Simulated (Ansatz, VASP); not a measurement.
One calculation of Mo, two programs

```
CELL_PARAMETERS angstrom
-1.57429 1.57429 1.57429
1.57429 -1.57429 1.57429
1.57429 1.57429 -1.57429
ATOMIC_POSITIONS crystal
Mo 0.00000 0.00000 0.00000
```

Alike in both runs: task relaxation of cell and atoms; functional r2SCAN; k mesh 24 × 24 × 24; occupations gaussian, width 0.1 eV; no spin polarisation.

```csv
,VASP,Ansatz
version,VASP 6.6.1,Ansatz 0.2.0
potentials or method,"VASP PAW PBE potentials, release 64 (Mo_sv), cutoff 600 eV","scalar-relativistic, plane waves, PAW"
valence electrons in the cell,14,14
```

Ansatz gave:

```
gap on the k mesh at the Fermi level, each at its own relaxed structure (eV) : none
relaxed volume (Å³/atom)                                                     : 15.64
relaxed cell length with the largest relative difference (Å)                 : 2.729
```

Task: What did VASP give for the same quantities?

Result: gap on the k mesh at the Fermi level, each at its own relaxed structure (eV): none; relaxed volume (Å³/atom): 15.70; relaxed cell length with the largest relative difference (Å): 2.732.

VASP's potentials were made for PBE, not for r2SCAN. A gap of «none» marks a metal or a gap that the smearing closes.
